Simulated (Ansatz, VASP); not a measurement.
BP in VASP and in Ansatz

The input INCAR:

```
PREC     = Accurate       # precision mode
ENCUT    = 520            # plane-wave cutoff, eV
EDIFF    = 1E-6           # SCF threshold, eV
ISMEAR   = -1             # smearing method
SIGMA    = 0.08           # smearing width, eV
LREAL    = F              # projectors in reciprocal space
LASPH    = T              # aspherical terms in the spheres
NELM     = 80             # most SCF steps
ALGO     = Normal         # electronic algorithm
ISIF     = 2              # what is computed and relaxed
LWAVE    = F              # write WAVECAR
LCHARG   = T              # write CHGCAR
GGA      = PE             # functional
LELF     = T              # ELF
LVHAR    = T            
NBANDS   = 11             # bands
```

The input KPOINTS:

```
Automatic mesh
0
Gamma
  15 15 15
```

Contents of POSCAR:

```
BP
1.0
    0.0000000000      2.0383179824      2.0383179824
    2.0383179824      0.0000000000      2.0383179824
    2.0383179824      2.0383179824      0.0000000000
B P
1 1
Direct
    0.0000000000      0.0000000000      0.0000000000
    0.2500000000      0.2500000000      0.2500000000
```

Input for Ansatz:

```yaml
crystal:
  lattice:
    - [0.0, 2.0383179824, 2.0383179824]
    - [2.0383179824, 0.0, 2.0383179824]
    - [2.0383179824, 2.0383179824, 0.0]
  atoms:
    - { symbol: B, position: [0.0, 0.0, 0.0] }
    - { symbol: P, position: [0.25, 0.25, 0.25] }
kpoints:
  mp_grid: { grid: [15, 15, 15] }
scf:
  occupations: { method: fermi_dirac, width: 0.08 }
hamiltonian:
  xc: pbe
  pseudopotentials: { kind: paw }
output:
  forces: true
  stress: true
  eigenvalues: true
  populations: true
```

Change from the starting cell: volume scaled by 0.72, PAW files.

Alike in both runs: task single point; functional PBE; k mesh 15 × 15 × 15; occupations fermi-dirac, width 0.08 eV; no spin polarisation.

|  | VASP | Ansatz |
| --- | --- | --- |
| version | VASP 6.6.1 | Ansatz 0.2.0 |
| potentials or method | VASP PAW PBE potentials, release 64 (B, P) | PAW with Ansatz's default frozen-core files, scalar-relativistic |
| plane-wave cutoff (eV) | 520 | 420 |
| valence electrons in the cell | 8 | 8 |

```csv
,VASP,Ansatz,Ansatz less VASP
pressure (GPa),96.9,97.6,+0.78
```

Both programs put the cell under a high pressure, so it lies far from rest at this level.

Noted on VASP's run: the cell as given lies far from equilibrium.
